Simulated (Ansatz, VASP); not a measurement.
# In: VASP beside Ansatz

Contents of INCAR:

```
PREC     = Accurate       # precision mode
ENCUT    = 520            # plane-wave cutoff, eV
EDIFF    = 1E-6           # SCF threshold, eV
ISMEAR   = -1             # smearing method
SIGMA    = 0.1            # smearing width, eV
LREAL    = False          # projectors in reciprocal space
LASPH    = True           # aspherical terms in the spheres
NELM     = 100            # most SCF steps
ALGO     = Normal         # electronic algorithm
ISIF     = 2              # what is computed and relaxed
LWAVE    = False          # write WAVECAR
LCHARG   = False          # write CHGCAR
GGA      = RE             # functional
NBANDS   = 12             # bands
```

Contents of KPOINTS:

```
regular mesh
0
Gamma
  11 11 11
```

POSCAR

```
In
1.0
    3.2075049149      0.0000000000      0.0000000000
    0.0000000000      3.2075049149      0.0000000000
    0.0000000000      0.0000000000      3.2075049149
In
1
Direct
    0.0000000000      0.0000000000      0.0000000000
```

Input for Ansatz:

```yaml
crystal:
  lattice:
    - [3.2075049149, 0.0, 0.0]
    - [0.0, 3.2075049149, 0.0]
    - [0.0, 0.0, 3.2075049149]
  atoms:
    - { symbol: In, position: [0.0, 0.0, 0.0] }
hamiltonian:
  xc: revpbe
  pseudopotentials:
    kind: paw
    azcp:
      In: "pseudopotentials/In.paw.azcp"
basis:
  ecutwfc: 420
  fft_grid_basis: typed
kpoints:
  mp_grid: { grid: [11, 11, 11], shift: [0, 0, 0] }
magnetization:
  spin_polarized: false
scf:
  occupations: { method: fermi_dirac, width: 0.1 }
  lower_state_search: "off"
output:
  stress: true
```

Alike in both runs: task single point; functional revPBE; k mesh 11 × 11 × 11; occupations fermi-dirac, width 0.1 eV; no spin polarisation.

|  | VASP | Ansatz |
| --- | --- | --- |
| version | VASP 6.6.1 | Ansatz 0.2.0 |
| potentials or method | VASP PAW PBE potentials, release 64 (In_d), cutoff 520 eV | plane waves (420 eV) with PAW, scalar-relativistic |
| valence electrons in the cell | 13 | 13 |

```tsv
	VASP	Ansatz	Ansatz less VASP
pressure (GPa)	-1.6	-1.6	+0.02
```

VASP's potentials were made for PBE, not for revPBE. The functional is the same, so the differences come from potentials, cutoffs and numerics.
